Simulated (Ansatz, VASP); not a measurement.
# One calculation of GaN, two programs

Contents of POSCAR:

```
GaN
1.0
    0.0000000000      2.2030426700      2.2030426700
    2.2030426700      0.0000000000      2.2030426700
    2.2030426700      2.2030426700      0.0000000000
Ga N
1 1
Direct
    0.0000000000      0.0000000000      0.0000000000
    0.2500000000      0.2500000000      0.2500000000
```

File INCAR.step1:

```
PREC = Accurate
ENCUT = 910
ISMEAR = 0
SIGMA = 0.01
LREAL = False
LASPH = True
NELM = 120
NBANDS = 16
GGA = PE
ALGO = Normal
EDIFF = 1E-5
LWAVE = True
LCHARG = False
GGA_COMPAT = False
```

Contents of INCAR.step2:

```
PREC = Accurate
ENCUT = 910
EDIFF = 1E-6
ISMEAR = 0
SIGMA = 0.01
LREAL = False
LASPH = True
NELM = 120
ALGO = Normal
ISIF = 2
LWAVE = False
LCHARG = True
METAGGA = R2SCAN
LMIXTAU = True
LELF = True
LVHAR = True
NBANDS = 16
ISTART = 1
GGA_COMPAT = False
```

KPOINTS

```
regular mesh
0
Gamma
  8 8 8
```

Input for Ansatz:

```yaml
crystal:
  lattice:
    - [0.0, 2.20304267, 2.20304267]
    - [2.20304267, 0.0, 2.20304267]
    - [2.20304267, 2.20304267, 0.0]
  atoms:
    - { symbol: Ga, position: [0.0, 0.0, 0.0] }
    - { symbol: "N", position: [0.25, 0.25, 0.25] }
kpoints:
  mp_grid: { grid: [8, 8, 8] }
hamiltonian:
  xc: r2scan
scf:
  occupations: { method: fixed }
  n_extra_bands: 4
output:
  forces: true
  stress: true
  eigenvalues: true
```

Alike in both runs: task single point; functional r2SCAN; k mesh 8 × 8 × 8; no spin polarisation.

```csv
,VASP,Ansatz
version,VASP 6.6.1,Ansatz 0.2.0
potentials or method,"VASP PAW PBE potentials, release 64 (Ga_d, N_h)","plane waves, PAW"
plane-wave cutoff (eV),910,500
occupations,"gaussian, width 0.01 eV",fixed
valence electrons in the cell,18,18
```

```csv
,VASP,Ansatz,Ansatz less VASP
gap on the k mesh at the Fermi level (eV),2.57,2.58,+0.014
```

VASP's potentials were made for PBE, not for r2SCAN.

Noted on VASP's run: the cutoff is short for stress, so the pressure is rough.
